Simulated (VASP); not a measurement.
# ScAl3: relaxation of cell and atoms with PBEsol

The system is ScAl3.

```
Al Sc
1.0
     4.10000    0.00000    0.00000
     0.00000    4.10000    0.00000
     0.00000    0.00000    4.10000
Al Sc
3 1
Direct
  0.00000 0.50000 0.50000
  0.50000 0.00000 0.50000
  0.50000 0.50000 0.00000
  0.00000 0.00000 0.00000
```

| Property | Result |
| --- | --- |
| Program | VASP 6.6.1 |
| Task | relaxation of cell and atoms |
| Functional | PBEsol |
| Potentials or basis | VASP PAW PBE potentials, release 64 (Al, Sc_sv) |
| Cutoff | 600 eV |
| k mesh | 16 × 16 × 16 |
| Occupations | gaussian, width 0.1 eV |
| Spin | no spin polarisation |
| Dipole correction | no |
| Further INCAR settings | ALGO = Fast; EDIFF = 1e-07; IBRION = 2; EDIFFG = -0.003; NSW = 80; ISIF = 3 |

The relaxed volume is 16.90 Å³/atom and the relaxed cell is a = 4.074 Å, b = 4.074 Å, c = 4.074 Å, α = 90.00°, β = 90.00°, γ = 90.00°. The space group after relaxing (to 0.1 Å) is Pm-3m (No. 221). The energy gained by relaxing is 1.8 meV/atom, the ionic steps are 3 and the pressure after relaxing is 0.0 GPa. The band gap on the k mesh is zero (bands 10 and 11 overlap by 3.98 eV).

Step by step:
```tsv
step	energy change (eV)	largest force (eV/Å)	pressure (GPa)	volume (Å³)
1	0.0000	0.0000	-1.72	68.92
2	-0.0061	0.0000	0.73	67.09
3	-0.0072	0.0000	-0.01	67.60
```

Final structure:
```yaml
crystal:
  lattice:
    - [4.07358, 0.00000, 0.00000]
    - [0.00000, 4.07358, 0.00000]
    - [0.00000, 0.00000, 4.07358]
  atoms:
    - { symbol: Al, position: [0.00000, 0.50000, 0.50000] }
    - { symbol: Al, position: [0.50000, 0.00000, 0.50000] }
    - { symbol: Al, position: [0.50000, 0.50000, 0.00000] }
    - { symbol: Sc, position: [0.00000, 0.00000, 0.00000] }
```

Levels at points of the mesh, in eV from the Fermi level:
| k point | band 8 | band 9 | band 10 | band 11 | band 12 | band 13 |
| --- | --- | --- | --- | --- | --- | --- |
| (0.00, 0.00, 0.00) | -1.81 | -1.81 | -1.81 | 1.22 | 1.30 | 1.30 |
| (0.50, 0.00, 0.00) | -1.73 | -1.51 | 0.94 | 1.02 | 1.02 | 1.34 |
| (0.50, 0.50, 0.00) | -4.39 | -0.55 | -0.55 | 1.21 | 1.37 | 2.08 |
| (0.50, 0.50, 0.50) | -4.51 | -2.96 | -2.96 | -2.96 | 0.94 | 2.63 |

Run time: 5.2 min on 1 thread of AMD EPYC 9R45 96-Core Processor (Zen 5) (shared host), peak memory 0.34 GiB.

Caveat: the PAW data sets were made with another functional, which shifts forces and pressure a little.
